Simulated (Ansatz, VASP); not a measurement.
## WC in VASP and in Ansatz

```xyz
6
Lattice="-1.4609 -2.5303 0.0000 1.4609 -2.5303 0.0000 0.0000 0.0000 8.7912" Properties=species:S:1:pos:R:3 pbc="T T T"
W     0.0000    0.0000    2.1352
W     0.0000    0.0000    4.9822
W     0.0000    0.0000    7.8293
C     0.0000   -1.6869    0.7116
C     0.0000   -1.6869    3.5587
C     0.0000   -1.6869    6.4058
```

Alike in both runs: task single point; functional PBE; k mesh 23 × 23 × 7; occupations gaussian, width 0.15 eV; no spin polarisation.

```csv
,VASP,Ansatz
version,VASP 6.6.1,Ansatz 0.2.0
potentials or method,"VASP PAW PBE potentials, release 64 (W_sv, C), cutoff 520 eV","scalar-relativistic, plane waves, PAW"
valence electrons in the cell,54,54
```

```csv
,VASP,Ansatz,Ansatz less VASP
gap on the k mesh at the Fermi level (eV),none,none,-
pressure (GPa),-7.9,-8.9,-0.94
"traceless stress, the component that is largest in VASP (GPa)",-12.02,-12.17,-0.151
rms of the force components (eV/Å),0.889,0.883,-0.0054
```

Atom by atom the forces differ by 0.006 eV/Å (rms over components). A gap of «none» marks a metal or a gap that the smearing closes.

Spin-orbit coupling is off throughout.
